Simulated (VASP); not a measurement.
# ZnOH6 in VASP: single point with PBEsol

Aim: the single point of ZnOH6 with PBEsol.

Program: VASP 6.6.1. These are calculated values, not measurements. Logs are shortened: lines on timing, memory, paths and dates and some standing lists are left out, and cuts for length are marked.

**1. The cell of the first run**

The cell holds a cluster in a box, 8 atoms: a = 10.500 Å, b = 11.400 Å, c = 11.800 Å, α = 90.00°, β = 90.00°, γ = 90.00°.

**2. Single point, PBEsol**

The input, INCAR:

```
SYSTEM = ZnH6O
  PREC = Accurate
  ENCUT = 1000
  EDIFF = 1E-6
  ISMEAR = 0
  SIGMA = 0.05
  LREAL = .FALSE.
  LASPH = .TRUE.
  NELM = 120
  ALGO = Normal
  ISIF = 2
  LWAVE = .FALSE.
  LCHARG = .FALSE.
  GGA = PS
  NBANDS = 22
  GGA_COMPAT = .FALSE.
```

The input, KPOINTS:

```
Automatic mesh
0
G
  1 1 1
  0 0 0
```

The input, POSCAR:

```
ZnH6O
1.0
   10.5000000000      0.0000000000      0.0000000000
    0.0000000000     11.4000000000      0.0000000000
    0.0000000000      0.0000000000     11.8000000000
Zn O H
1 1 6
Direct
    0.5000000000      0.3677921076      0.5579490932
    0.5000000000      0.6377084015      0.3762168205
    0.3928842208      0.4611469980      0.5020819866
    0.6071157792      0.4611469980      0.5020819866
    0.5000000000      0.2563793907      0.6247852033
    0.4266953699      0.6887167433      0.3857760964
    0.5733046301      0.6887167433      0.3857760964
    0.5000000000      0.4865842460      0.4863585066
```

Potentials or basis: VASP PAW PBE potentials, release 64 (Zn, O_h, H_h).

Run with:

```
> cat potpaw_PBE.64/Zn/POTCAR potpaw_PBE.64/O_h/POTCAR potpaw_PBE.64/H_h/POTCAR > POTCAR
> mpirun -np 1 vasp_gam > vasp.out
```

OUTCAR:

```text
SYSTEM = ZnH6O
   PREC = Accurate
   ENCUT = 1000
   EDIFF = 1E-6
   ISMEAR = 0
   LREAL = .FALSE.
   LASPH = .TRUE.
   NELM = 120
   ISIF = 2
   GGA = PS

 ion  position               nearest neighbor table
   1  0.500  0.368  0.558-   5 1.50   8 1.60   3 1.68   4 1.68
   2  0.500  0.638  0.376-   6 0.97   7 0.97
   3  0.393  0.461  0.502-   1 1.68
   4  0.607  0.461  0.502-   1 1.68
   5  0.500  0.256  0.625-   1 1.50
   6  0.427  0.689  0.386-   2 0.97
   7  0.573  0.689  0.386-   2 0.97
   8  0.500  0.487  0.486-   1 1.60

  LATTYP: Found a simple orthorhombic cell.
 ALAT       =    10.5000000000
 B/A-ratio  =     1.0857142857
 C/A-ratio  =     1.1238095238

  Lattice vectors:

 A1 = (  10.5000000000,   0.0000000000,   0.0000000000)
 A2 = (   0.0000000000,  11.4000000000,   0.0000000000)
 A3 = (   0.0000000000,   0.0000000000,  11.8000000000)

Analysis of symmetry for initial positions (statically):
=====================================================================
 Subroutine PRICEL returns:
 Original cell was already a primitive cell.

 Routine SETGRP: Setting up the symmetry group for a
 simple orthorhombic supercell.

 Subroutine GETGRP returns: Found  2 space group operations
 (whereof  2 operations were pure point group operations)
 out of a pool of  8 trial point group operations.

The static configuration has the point symmetry C_1h.

Analysis of symmetry for dynamics (positions and initial velocities):
=====================================================================
 Subroutine PRICEL returns:
 Original cell was already a primitive cell.

 Routine SETGRP: Setting up the symmetry group for a
 simple orthorhombic supercell.

 Subroutine GETGRP returns: Found  2 space group operations
 (whereof  2 operations were pure point group operations)
 out of a pool of  8 trial point group operations.

The dynamic configuration has the point symmetry C_1h.

 Subroutine INISYM returns: Found  2 space group operations
 (whereof  2 operations are pure point group operations),
 and found     1 'primitive' translations

----------------------------------------------------------------------------------------

                                     Primitive cell

  volume of cell :    1412.4600

  direct lattice vectors                    reciprocal lattice vectors
    10.500000000  0.000000000  0.000000000     0.095238095  0.000000000  0.000000000
     0.000000000 11.400000000  0.000000000     0.000000000  0.087719298  0.000000000
     0.000000000  0.000000000 11.800000000     0.000000000  0.000000000  0.084745763

  length of vectors
    10.500000000 11.400000000 11.800000000     0.095238095  0.087719298  0.084745763

  position of ions in fractional coordinates (direct lattice)
     0.500000000  0.367792108  0.557949093
     0.500000000  0.637708401  0.376216820
     0.392884221  0.461146998  0.502081987
     0.607115779  0.461146998  0.502081987
     0.500000000  0.256379391  0.624785203
     0.426695370  0.688716743  0.385776096
     0.573304630  0.688716743  0.385776096
     0.500000000  0.486584246  0.486358507

  ion indices of the primitive-cell ions
   primitive index   ion index
                 1           1
                 2           2
                 3           3
                 4           4
                 5           5
                 6           6
                 7           7
                 8           8

----------------------------------------------------------------------------------------

 KPOINTS: Automatic mesh

Automatic generation of k-mesh.
 Grid dimensions read from file:
 generate k-points for:    1    1    1

 Generating k-lattice:

  Cartesian coordinates                     Fractional coordinates (reciprocal lattice)
     0.095238095  0.000000000  0.000000000     1.000000000  0.000000000  0.000000000
     0.000000000  0.087719298  0.000000000     0.000000000  1.000000000  0.000000000
     0.000000000  0.000000000  0.084745763     0.000000000  0.000000000  1.000000000

  Length of vectors
     0.095238095  0.087719298  0.084745763

  Shift w.r.t. Gamma in fractional coordinates (k-lattice)
     0.000000000  0.000000000  0.000000000

 Subroutine IBZKPT returns following result:
 ===========================================

 Found      1 irreducible k-points:

 Following reciprocal coordinates:
            Coordinates               Weight
  0.000000  0.000000  0.000000      1.000000
   k-points           NKPTS =      1   k-points in BZ     NKDIM =      1   number of bands    NBANDS=     22
   number of dos      NEDOS =    301   number of ions     NIONS =      8
   total plane-waves  NPLWV = ******
   dimension x,y,z NGX =   108 NGY =  120 NGZ =  126
   dimension x,y,z NGXF=   216 NGYF=  240 NGZF=  252
   ions per type =               1   1   6
   NGX,Y,Z   is equivalent  to a cutoff of  17.10, 17.50, 17.75 a.u.
   NGXF,Y,Z  is equivalent  to a cutoff of  34.20, 35.00, 35.50 a.u.
 SYSTEM =  ZnH6O
   PREC   = accura    normal or accurate (medium, high low for compatibility)
   ISTART =      0    job   : 0-new  1-cont  2-samecut
   ICHARG =      2    charge: 1-file 2-atom 10-const
   ISPIN  =      1    spin polarized calculation?
   LNONCOLLINEAR =      F non collinear calculations
   LSORBIT =      F    spin-orbit coupling
   LASPH  =      T    aspherical Exc in radial PAW
   ENCUT  = 1000.0 eV  73.50 Ry    8.57 a.u.  27.07 29.39 30.43*2*pi/ulx,y,z
   NELM   =    120;   NELMIN=  2; NELMDL= -5     # of ELM steps
   EDIFF  = 0.1E-05   stopping-criterion for ELM
   LREAL  =      F    real-space projection
   EDIFFG = 0.1E-04   stopping-criterion for IOM
   NSW    =      0    number of steps for IOM
   IBRION =     -1    ionic relax: 0-MD 1-quasi-New 2-CG
   NFREE  =      0    steps in history (QN), initial steepest desc. (CG)
   ISIF   =      2    stress and relaxation
   ISYM   =      2    0-nonsym 1-usesym 2-fastsym
   POTIM  = 0.5000    time-step for ionic-motion
   TEBEG  =    0.0;   TEEND  =   0.0 temperature during run
   PSTRESS=    0.0 pullay stress
   NELECT =      24.0000    total number of electrons
   NUPDOWN=      -1.0000    fix difference up-down
   EMIN   =  10.00;   EMAX   =-10.00  energy-range for DOS
   EFERMI =   0.00;   METHOD = LEGACY
   ISMEAR =     0;   SIGMA  =   0.05  broadening in eV -4-tet -1-fermi 0-gaus
   EFERMI_NEDOS =   21; number of points for ismear=-14 and -15
   IALGO  =     38    algorithm
   IMIX   =      4    mixing-type and parameters
     AMIX     =   0.40;   BMIX     =  1.00
     AMIX_MAG =   1.60;   BMIX_MAG =  1.00
  volume/ion in A,a.u.               =     176.56      1191.47
  Fermi-wavevector in a.u.,A,eV,Ry     =   0.420875  0.795339  2.410079  0.177136
  Thomas-Fermi vector in A             =   1.383345
   LORBIT       =      0    0 simple, 1 ext, 2 COOP (PROOUT), +10 PAW based schemes
   GGA     = PS    functional components
   LHFCALC =     F    Hartree Fock is set to
   AEXX    =    0.0000 exact exchange contribution
   IVDW    =     0    specifies the selected vdW correction
   LEPSILON=     F    determine dielectric tensor
   LRPA    =     F    only Hartree local field effects (RPA)
 non-spin polarized calculation
 Gauss-broadening in eV      SIGMA  =   0.05
  energy-cutoff  :     1000.00
  volume of cell :     1412.46
 maximum number of plane-waves:     50743
   NGX = 55   NGY = 59   NGZ = 61

 number of electron      23.9999995 magnetization

 Free energy of the ion-electron system (eV)
  ---------------------------------------------------
  ext. energy  EPLUGINS =         0.00000000
  ---------------------------------------------------
  free energy    TOTEN  =       -26.00932301 eV

  energy without entropy =      -26.00932301  energy(sigma->0) =      -26.00932301

 E-fermi :  -5.3265     XC(G=0):  -0.9394

 val. band max:       -5.6131136306   @ k =   0.0000   0.0000   0.0000
 cond. band min:      -1.3196435924   @ k =   0.0000   0.0000   0.0000
 fundamental gap:      4.2934700382
 Fermi energy:        -5.3265161334

 k-point     1 :       0.0000    0.0000    0.0000
  band No.  band energies     occupation
      1     -25.3747      2.00000
      2     -13.2379      2.00000
      3     -13.2143      2.00000
      4     -11.4760      2.00000
      5     -11.2341      2.00000
      6     -11.1568      2.00000
[... 14 lines left out ...]
     21       1.1790      0.00000
     22       1.2335      0.00000

------------------------ aborting loop because EDIFF is reached ----------------------------------------

  FORCE on cell =-STRESS in cart. coord.  units (eV):
  Direction    XX          YY          ZZ          XY          YZ          ZX
  --------------------------------------------------------------------------------------
  -------------------------------------------------------------------------------------
  Total        0.0604063      0.0373594     -0.0096328      0.0000000     -0.0561949      0.0000000
  in kB        0.0685199      0.0423774     -0.0109267      0.0000000     -0.0637428      0.0000000
  external PRESSURE =       0.0333235 kB  Pullay stress =       0.0000000 kB

 VOLUME and BASIS-vectors are now :
 -----------------------------------------------------------------------------
  energy-cutoff  :     1000.00
  volume of cell :     1412.46
      direct lattice vectors                 reciprocal lattice vectors
    10.500000000  0.000000000  0.000000000     0.095238095  0.000000000  0.000000000
     0.000000000 11.400000000  0.000000000     0.000000000  0.087719298  0.000000000
     0.000000000  0.000000000 11.800000000     0.000000000  0.000000000  0.084745763

 POSITION                                       TOTAL-FORCE (eV/Angst)
 -----------------------------------------------------------------------------------
      5.25000      4.19283      6.58380         0.000000     -0.022755      0.012963
      5.25000      7.26988      4.43936         0.000000     -0.005083     -0.002471
      4.12528      5.25708      5.92457        -0.023771      0.010368     -0.003408
      6.37472      5.25708      5.92457         0.023771      0.010368     -0.003408
      5.25000      2.92273      7.37247         0.000000     -0.026471      0.013410
      4.48030      7.85137      4.55216        -0.017049      0.003362      0.001255
      6.01970      7.85137      4.55216         0.017049      0.003362      0.001255
      5.25000      5.54706      5.73903         0.000000      0.026849     -0.019598
 -----------------------------------------------------------------------------------
    total drift:                                0.000000      0.000029     -0.002234

  FREE ENERGIE OF THE ION-ELECTRON SYSTEM (eV)
  ---------------------------------------------------
  free  energy   TOTEN  =       -26.0093230083 eV

  energy  without entropy=      -26.0093230083  energy(sigma->0) =      -26.00932301
```

It took 6.7 min on 1 thread of Intel Xeon Platinum 8488C (Sapphire Rapids), shared host; peak memory 2.3 GiB.

What came out:

```yaml
Free_energy: -26.0093 eV
Largest_force: 0.033 eV/Å
Gap_between_the_frontier_levels: 4.29 eV
```

Forces in eV/Å, atoms in the order of the input:
```
Zn   0.000 -0.023  0.013
O    0.000 -0.005 -0.002
H   -0.024  0.010 -0.003
H    0.024  0.010 -0.003
H    0.000 -0.026  0.013
H   -0.017  0.003  0.001
H    0.017  0.003  0.001
H    0.000  0.027 -0.020
```

Caveat: the PAW data sets were made with another functional, which shifts forces and pressure a little.
